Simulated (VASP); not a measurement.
Here is a VASP 6.6.1 calculation.

INCAR

```
ALGO     = Normal         # electronic algorithm
EDIFF    = 1E-6           # SCF threshold, eV
ENCUT    = 520            # plane-wave cutoff, eV
GGA      = PS             # functional
ISIF     = 2              # what is computed and relaxed
ISMEAR   = -1             # smearing method
LASPH    = True           # aspherical terms in the spheres
LCHARG   = False          # write CHGCAR
LREAL    = False          # projectors in reciprocal space
LWAVE    = False          # write WAVECAR
NBANDS   = 16             # bands
NELM     = 80             # most SCF steps
PREC     = Accurate       # precision mode
SIGMA    = 0.05           # smearing width, eV
```

Contents of KPOINTS:

```
k-points
0
Gamma
  9 9 9
```

File POSCAR:

```
ZnS
1.0
    0.0000000000      2.7549938462      2.7549938462
    2.7549938462      0.0000000000      2.7549938462
    2.7549938462      2.7549938462      0.0000000000
Zn S
1 1
Direct
    0.7500000000      0.7500000000      0.7500000000
    0.0000000000      0.0000000000      0.0000000000
```

Potentials or basis: VASP PAW PBE potentials, release 64 (Zn, S).

Command:

```sh
$ cat potpaw_PBE.64/Zn/POTCAR potpaw_PBE.64/S/POTCAR > POTCAR
$ mpirun -np 1 vasp_std > vasp.out
```

**Question.** What does it give for the pressure?

**Answer.** -5.4 GPa.

**Question.** Predict the band gap on the k mesh.

**Answer.** 1.73 eV, direct.

Caveat: the PAW data sets were made with another functional, which shifts forces and pressure a little.
